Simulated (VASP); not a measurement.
# Mg3TeSe2 (P6/mmm) in VASP: notebook, part 2 of 2

VASP 6.6.1.

## (3) Relaxation of cell and atoms, PBE

This run uses another cell than the first one, of 24.80 Å³/atom.

INCAR

```
SYSTEM = Mg3TeSe2
PREC     = Accurate       ! precision mode
ENCUT    = 600            ! plane-wave cutoff, eV
EDIFF    = 1E-7           ! SCF threshold, eV
ISMEAR   = 0              ! smearing method
SIGMA    = 0.1            ! smearing width, eV
LREAL    = .FALSE.        ! projectors in reciprocal space
LASPH    = .TRUE.         ! aspherical terms in the spheres
NELM     = 60             ! most SCF steps
ALGO     = Normal         ! electronic algorithm
ISIF     = 3              ! what is computed and relaxed
LWAVE    = .FALSE.        ! write WAVECAR
LCHARG   = .FALSE.        ! write CHGCAR
GGA      = PE             ! functional
IBRION   = 2              ! ionic algorithm
NSW      = 100            ! ionic steps
EDIFFG   = -0.01          ! ionic threshold
```

KPOINTS

```
Automatic mesh
0
G
  6 6 10
  0 0 0
```

POSCAR

```
Mg3TeSe2
1.0
    6.9397996997      0.0000000033      0.0000000000
   -3.4698998528      6.0100428355      0.0000000000
    0.0000000000      0.0000000000      3.5680084942
Mg Te Se
3 1 2
Direct
    0.5000000000      0.0000000000      0.5000000000
    0.5000000000      0.5000000000      0.5000000000
    0.0000000000      0.5000000000      0.5000000000
    0.0000000000      0.0000000000      0.0000000000
    0.3333333333      0.6666666667      0.0000000000
    0.6666666667      0.3333333333      0.0000000000
```

Potentials or basis: VASP PAW PBE potentials, release 64 (Mg, Te, Se).

Launch:

```bash
$ cat potpaw_PBE.64/Mg/POTCAR potpaw_PBE.64/Te/POTCAR potpaw_PBE.64/Se/POTCAR > POTCAR
$ mpirun -np 1 vasp_std > vasp.out
```

OUTCAR:

```text
SYSTEM = Mg3TeSe2
   PREC = Accurate
   ENCUT = 600
   EDIFF = 1E-7
   ISMEAR = 0
   LREAL = .FALSE.
   LASPH = .TRUE.
   NELM = 60
   ISIF = 3
   GGA = PE
   IBRION = 2
   NSW = 100
   EDIFFG = -0.01

 ion  position               nearest neighbor table
   1  0.500  0.000  0.500-   5 2.68   6 2.68   5 2.68   6 2.68   3 3.47   3 3.47   2 3.47   2 3.47

   2  0.500  0.500  0.500-   5 2.68   6 2.68   5 2.68   6 2.68   3 3.47   3 3.47   1 3.47   1 3.47

   3  0.000  0.500  0.500-   5 2.68   6 2.68   5 2.68   6 2.68   1 3.47   1 3.47   2 3.47   2 3.47

   4  0.000  0.000  0.000-
   5  0.333  0.667  0.000-   3 2.68   3 2.68   1 2.68   1 2.68   2 2.68   2 2.68
   6  0.667  0.333  0.000-   3 2.68   3 2.68   1 2.68   1 2.68   2 2.68   2 2.68

  LATTYP: Found a hexagonal cell.
 ALAT       =     6.9397996997
 C/A-ratio  =     0.5141371003
[... 318 lines left out ...]

  energy without entropy =      -18.63820968  energy(sigma->0) =      -18.64219586

 E-fermi :   4.5179     XC(G=0):  -8.9207

 val. band max:        4.5075635177   @ k =   0.1667   0.0000   0.4000
 cond. band min:       4.5648435213   @ k =   0.3333   0.0000   0.5000
 fundamental gap:      0.0572800036
 Fermi energy:         4.5179010803

 k-point     1 :       0.0000    0.0000    0.0000
  band No.  band energies     occupation
      1     -10.2906      2.00000
      2      -9.7485      2.00000
      3      -6.3382      2.00000
      4      -1.5271      2.00000
      5      -1.5271      2.00000
      6      -0.2420      2.00000
[... 433 lines left out ...]
      3      -5.7854      2.00000
      4      -1.4601      2.00000
      5      -1.0395      2.00000
      6      -0.9989      2.00000
[... 8 lines left out ...]
     15       6.7431      0.00000
     16       7.0800      0.00000

 [... further k-points ...]

------------------------ aborting loop because EDIFF is reached ----------------------------------------

  FORCE on cell =-STRESS in cart. coord.  units (eV):
  Direction    XX          YY          ZZ          XY          YZ          ZX
  --------------------------------------------------------------------------------------
  -------------------------------------------------------------------------------------
  Total        0.0162896      0.0162896      0.0042345     -0.0000000     -0.0000000     -0.0000000
  in kB        0.1760376      0.1760376      0.0457614     -0.0000000     -0.0000000     -0.0000000
  external PRESSURE =       0.1326122 kB  Pullay stress =       0.0000000 kB
[... 21 lines left out ...]
  FREE ENERGIE OF THE ION-ELECTRON SYSTEM (eV)
  ---------------------------------------------------
  free  energy   TOTEN  =       -18.6461820388 eV

  energy  without entropy=      -18.6382096772  energy(sigma->0) =      -18.64219586

 reached required accuracy - stopping structural energy minimisation
```

OSZICAR:

```text
N       E                     dE             d eps       ncg     rms          rms(c)
DAV:   1     0.104833992247E+03    0.10483E+03   -0.96703E+03  1344   0.133E+03
DAV:   2    -0.103168249354E+02   -0.11515E+03   -0.11333E+03  1848   0.178E+02
DAV:   3    -0.195631696760E+02   -0.92463E+01   -0.91948E+01  1584   0.549E+01
[... 33 lines left out ...]
DAV:   2    -0.186462080959E+02    0.11051E-03   -0.21933E-04  1608   0.719E-02    0.216E-02
DAV:   3    -0.186461841396E+02    0.23956E-04   -0.10316E-04  1568   0.451E-02    0.122E-02
DAV:   4    -0.186461831130E+02    0.10265E-05   -0.20582E-06  1512   0.834E-03    0.899E-03
DAV:   5    -0.186461820248E+02    0.10882E-05   -0.15044E-06  1728   0.648E-03    0.193E-03
DAV:   6    -0.186461820388E+02   -0.13956E-07   -0.13146E-07   848   0.173E-03
   4 F= -.18646182E+02 E0= -.18642196E+02  d E =-.530144E-04
```

CONTCAR:

```text
Mg3TeSe2
   1.00000000000000
     6.9474054617403178    0.0000000033035000   -0.0000000000000000
    -3.4737027338234929    6.0166296186404180   -0.0000000000000000
    -0.0000000000000000    0.0000000000000000    3.5468235820785670
  Mg              Te              Se
     3     1     2
Direct
     0.5000000000000000    1.0000000000000000    0.5000000000000000
     0.5000000000000000    0.5000000000000000    0.5000000000000000
     1.0000000000000000    0.5000000000000000    0.5000000000000000
     1.0000000000000000    1.0000000000000000    0.0000000000000000
     0.3333333332999970    0.6666666667000030    1.0000000000000000
     0.6666666667000030    0.3333333332999970    0.0000000000000000

  0.00000000E+00  0.00000000E+00  0.00000000E+00
  0.00000000E+00  0.00000000E+00  0.00000000E+00
  0.00000000E+00  0.00000000E+00  0.00000000E+00
  0.00000000E+00  0.00000000E+00  0.00000000E+00
  0.00000000E+00  0.00000000E+00  0.00000000E+00
  0.00000000E+00  0.00000000E+00  0.00000000E+00
```

It took 2.8 min on 1 thread of Intel Xeon 6975P-C (Granite Rapids), shared host; peak memory 0.41 GiB.

What came out:

| Quantity | Value |
| --- | --- |
| Free energy | -18.6462 eV |
| Relaxed volume | 24.71 Å³/atom |
| Relaxed cell | a = 6.947 Å, b = 6.947 Å, c = 3.547 Å, α = 90.00°, β = 90.00°, γ = 120.00° |
| Space group after relaxing (to 0.1 Å) | P6/mmm (No. 191) |
| Energy gained by relaxing | 0.4 meV/atom |
| Ionic steps | 4 |
| Pressure after relaxing | 0.0 GPa |
| Band gap on the k mesh | zero (bands 12 and 13 overlap by 1.74 eV) |

The path:
| step | energy change (eV) | largest force (eV/Å) | pressure (GPa) | volume (Å³) |
| --- | --- | --- | --- | --- |
| 1 | 0.0000 | 0.0000 | -0.25 | 148.82 |
| 2 | -0.0025 | 0.0000 | 0.10 | 147.99 |
| 3 | -0.0025 | 0.0000 | 0.06 | 148.08 |
| 4 | -0.0026 | 0.0000 | 0.01 | 148.26 |

Final structure:
```yaml
crystal:
  lattice:
    - [6.94741, 0.00000, 0.00000]
    - [-3.47370, 6.01663, 0.00000]
    - [0.00000, 0.00000, 3.54682]
  atoms:
    - { symbol: Mg, position: [0.50000, 0.00000, 0.50000] }
    - { symbol: Mg, position: [0.50000, 0.50000, 0.50000] }
    - { symbol: Mg, position: [0.00000, 0.50000, 0.50000] }
    - { symbol: Te, position: [0.00000, 0.00000, 0.00000] }
    - { symbol: Se, position: [0.33333, 0.66667, 0.00000] }
    - { symbol: Se, position: [0.66667, 0.33333, 0.00000] }
```

Caveat: spin-orbit coupling is left out, which moves the levels of the heavy elements.
